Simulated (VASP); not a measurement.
The system is RbBr.

```
Rb Br
1.0
     0.00000    3.40400    3.40400
     3.40400    0.00000    3.40400
     3.40400    3.40400    0.00000
Rb Br
1 1
Direct
  0.00000 0.00000 0.00000
  0.50000 0.50000 0.50000
```

Base run:

```yaml
Program: VASP 6.6.1
Functional: PBE0
Potentials_or_basis: VASP PAW PBE potentials, release 64 (Rb_sv, Br)
Cutoff: 520 eV
k_mesh: 4 × 4 × 4
Occupations: fermi-dirac, width 0.05 eV
Spin: no spin polarisation
```

Its results: band gap on the k mesh 6.31 eV; pressure 1.1 GPa.

Q: The run is repeated on the same cell with these changes: functional from PBE0 to HSE06; further incar settings from ALGO = Normal; EDIFF = 1e-07; NBANDS = 15 to ALGO = Normal; EDIFF = 1e-06; NBANDS = 15. What comes out?

A: Band gap on the k mesh 5.58 eV; pressure 1.1 GPa.

Caveats: the PAW data sets were made with another functional, which shifts forces and pressure a little.

